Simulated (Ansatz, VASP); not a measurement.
**One calculation of Ca, two programs**

INCAR

```
ALGO     = Fast           # electronic algorithm
EDIFF    = 1E-6           # SCF threshold, eV
ENCUT    = 520            # plane-wave cutoff, eV
GGA      = PE             # functional
ISIF     = 2              # what is computed and relaxed
ISMEAR   = 0              # smearing method
LASPH    = T              # aspherical terms in the spheres
LCHARG   = F              # write CHGCAR
LREAL    = F              # projectors in reciprocal space
LWAVE    = F              # write WAVECAR
NBANDS   = 11             # bands
NELM     = 80             # most SCF steps
PREC     = Accurate       # precision mode
SIGMA    = 0.15           # smearing width, eV
```

KPOINTS

```
k-points
0
Gamma
  14 14 14
```

Contents of POSCAR:

```
Ca
1.0
    0.0000000000      2.8780260000      2.7522870000
    2.8780260000      0.0000000000      2.7522870000
    2.8780260000      2.8780260000      0.0000000000
Ca
1
Direct
    0.0000000000      0.0000000000      0.0000000000
```

Input for Ansatz:

```yaml
crystal:
  lattice:
    - [0.0, 2.878026, 2.752287]
    - [2.878026, 0.0, 2.752287]
    - [2.878026, 2.878026, 0.0]
  atoms:
    - { symbol: Ca, position: [0.0, 0.0, 0.0] }
basis:
  ecutwfc: 420
kpoints:
  mp_grid: { grid: [14, 14, 14] }
hamiltonian:
  xc: pbe
scf:
  occupations: { method: gaussian, width: 0.15 }
output:
  forces: true
  stress: true
  eigenvalues: true
```

Change from the starting cell: strain +0.030 along x and y, -0.015 along z, atoms carried along.

Alike in both runs: task single point; functional PBE; k mesh 14 × 14 × 14; occupations gaussian, width 0.15 eV; no spin polarisation.

|  | VASP | Ansatz |
| --- | --- | --- |
| version | VASP 6.6.1 | Ansatz 0.2.0 |
| potentials or method | VASP PAW PBE potentials, release 64 (Ca_sv), cutoff 520 eV | scalar-relativistic, plane waves, PAW |
| valence electrons in the cell | 10 | 10 |

|  | VASP | Ansatz | Ansatz less VASP |
| --- | --- | --- | --- |
| gap on the k mesh at the Fermi level (eV) | none | none | - |
| pressure (GPa) | -1.2 | -1.2 | 0.00 |
| traceless stress, the component that is largest in VASP (GPa) | 0.17 | 0.17 | 0.000 |

A gap of «none» marks a metal or a gap that the smearing closes. With one functional, cell and mesh, what is left measures potentials, basis and numerics.
